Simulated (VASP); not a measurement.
Runs of VASP 6.6.1 on CdS. The structure is that of space group P6_3/mmc (No. 194), or close to it. The cells are those of the table. 

```tsv
task	level	potentials or basis	cell	cutoff (eV)	smearing	gap on the mesh (eV)	pressure (GPa)	relaxed volume (Å³/atom)
single point	PBE	VASP PAW PBE potentials, release 64 (Cd, S)	a = 4.409, b = 4.409, c = 5.748 Å, angles 90.0, 90.0, 120.0°, 4 atoms	520	fermi-dirac 0.02 eV	0.99	1.8	-
single point	PBEsol	VASP PAW PBE potentials, release 64 (Cd, S)	a = 4.373, b = 4.373, c = 5.674 Å, angles 90.0, 90.0, 120.0°, 4 atoms	520	fermi-dirac 0.02 eV	0.86	0.4	-
relaxation of cell and atoms	r2SCAN	VASP PAW PBE potentials, release 64 (Cd, S)	relaxed from a = 4.432, b = 4.432, c = 5.831 Å, angles 90.0, 90.0, 120.0°, 4 atoms	600	fermi-dirac 0.02 eV	1.45	0.0	24.30
single point	LDA	VASP PAW LDA potentials, release 64 (Cd, S)	a = 4.409, b = 4.409, c = 5.748 Å, angles 90.0, 90.0, 120.0°, 4 atoms	520	gaussian 0.01 eV	0.74	-3.5	-
single point	LDA	VASP PAW LDA potentials, release 64 (Cd, S)	a = 4.326, b = 4.326, c = 5.605 Å, angles 90.0, 90.0, 120.0°, 4 atoms	520	fermi-dirac 0.02 eV	0.75	0.6	-
single point	r2SCAN	VASP PAW PBE potentials, release 64 (Cd, S)	a = 4.409, b = 4.409, c = 5.748 Å, angles 90.0, 90.0, 120.0°, 4 atoms	520	fermi-dirac 0.02 eV	(a)	0.4	-
relaxation of cell and atoms	PBE	VASP PAW PBE potentials, release 64 (Cd, S)	relaxed from a = 4.170, b = 4.170, c = 5.213 Å, angles 90.0, 90.0, 120.0°, 4 atoms	600	fermi-dirac 0.02 eV	(b)	0.0	24.92
relaxation of cell and atoms	LDA	VASP PAW LDA potentials, release 64 (Cd, S)	relaxed from a = 4.432, b = 4.432, c = 5.831 Å, angles 90.0, 90.0, 120.0°, 4 atoms	600	fermi-dirac 0.02 eV	0.74	0.0	22.89
```

Alike in all rows: no spin polarisation; k mesh 6 × 6 × 4.

Problem. Fill in the values left out.

Solution. (a) 1.46; (b) 1.00.

Caveats: the PAW data sets were made with another functional, which shifts forces and pressure a little (at least some runs); the cell stands under tension (at least some runs); the volume moved by over 15 % at a fixed basis, so the end points are rough (at least some runs).

A k mesh can miss the band edges, and the runs leave out spin-orbit coupling on Cd.
